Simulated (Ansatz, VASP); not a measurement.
NaYCl6: VASP beside Ansatz

File INCAR:

```
ALGO = Normal
EDIFF = 1E-7
EDIFFG = -0.04
ENCUT = 600
GGA = PE
IBRION = 2
ISIF = 3
ISMEAR = 0
LASPH = T
LCHARG = F
LREAL = F
LWAVE = F
NELM = 100
NSW = 90
PREC = Accurate
SIGMA = 0.1
```

The input KPOINTS:

```
k-points
0
Gamma
  4 4 4
```

POSCAR

```
NaYCl6
1.0
    0.0000000000      4.7487956500      4.7487956500
    4.7487956500      0.0000000000      4.7487956500
    4.7487956500      4.7487956500      0.0000000000
Na Y Cl
1 1 6
Direct
    0.5000000000      0.5000000000      0.5000000000
    0.0000000000      0.0000000000      0.0000000000
    0.7500000000      0.2500000000      0.2500000000
    0.2500000000      0.7500000000      0.7500000000
    0.2500000000      0.7500000000      0.2500000000
    0.7500000000      0.2500000000      0.7500000000
    0.2500000000      0.2500000000      0.7500000000
    0.7500000000      0.7500000000      0.2500000000
```

Input for Ansatz:

```yaml
crystal:
  lattice:
    - [0.0, 4.74879565, 4.74879565]
    - [4.74879565, 0.0, 4.74879565]
    - [4.74879565, 4.74879565, 0.0]
  atoms:
    - { symbol: Na, position: [0.5, 0.5, 0.5] }
    - { symbol: "Y", position: [0.0, 0.0, 0.0] }
    - { symbol: Cl, position: [0.75, 0.25, 0.25] }
    - { symbol: Cl, position: [0.25, 0.75, 0.75] }
    - { symbol: Cl, position: [0.25, 0.75, 0.25] }
    - { symbol: Cl, position: [0.75, 0.25, 0.75] }
    - { symbol: Cl, position: [0.25, 0.25, 0.75] }
    - { symbol: Cl, position: [0.75, 0.75, 0.25] }
basis:
  ecutwfc: 420
kpoints:
  mp_grid: { grid: [4, 4, 4] }
hamiltonian:
  xc: pbe
scf:
  occupations: { method: gaussian, width: 0.1 }
  lower_state_search: "off"
output:
  forces: true
  stress: true
  eigenvalues: true
relax:
  adjacent_minimum: "off"
  f_tol: 0.04
  max_steps: 70
  cell: { stress_tol: 0.4 }
```

Alike in both runs: task relaxation of cell and atoms; functional PBE; k mesh 4 × 4 × 4; occupations gaussian, width 0.1 eV; no spin polarisation.

|  | VASP | Ansatz |
| --- | --- | --- |
| version | VASP 6.6.1 | Ansatz 0.2.0 |
| potentials or method | VASP PAW PBE potentials, release 64 (Na_pv, Y_sv, Cl), cutoff 600 eV | scalar-relativistic, plane waves, PAW |
| valence electrons in the cell | 60 | 62 |

```csv
,VASP,Ansatz,Ansatz less VASP
"gap on the k mesh at the Fermi level, each at its own relaxed structure (eV)",none,none,-
relaxed volume (Å³/atom),39.17,38.95,-0.214
relaxed length of the cell vector where the two differ most in proportion (Å),7.624,7.610,-0.0139
```

A gap of «none» marks a metal or a gap that the smearing closes. VASP's potentials hold 60 valence electrons a cell and Ansatz's 62, so a difference there can come from the potentials and not from the codes.

Noted on VASP's run: the volume moved by over 15 % at a fixed basis, so the end points are rough.
